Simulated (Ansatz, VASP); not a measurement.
## HfN: VASP beside Ansatz

```
CELL_PARAMETERS angstrom
3.06610 0.00000 0.00000
0.00000 3.06610 0.00000
0.00000 0.00000 3.42113
ATOMIC_POSITIONS crystal
Hf 0.50000 0.50000 0.00000
N 0.00000 0.00000 0.00000
```

Alike in both runs: functional PBE; k mesh 18 × 18 × 16; occupations gaussian, width 0.1 eV; no spin polarisation.

Ansatz relaxed the structure, and its values are those at the end. VASP's run is a single point on that final structure, the one shown.

```csv
,VASP,Ansatz
version,VASP 6.6.1,Ansatz 0.2.0
potentials or method,"VASP PAW PBE potentials, release 64 (Hf_pv, N), cutoff 520 eV","scalar-relativistic, plane waves, PAW"
valence electrons in the cell,15,31
```

```csv
,VASP,Ansatz,Ansatz less VASP
gap on the k mesh at the Fermi level (eV),none,none,-
pressure (GPa),-1.1,0.0,+1.09
```

A gap of «none» marks a metal or a gap that the smearing closes. VASP's potentials hold 15 valence electrons a cell and Ansatz's 31, so a difference there can come from the potentials and not from the codes.

Neither program's run includes spin-orbit coupling.
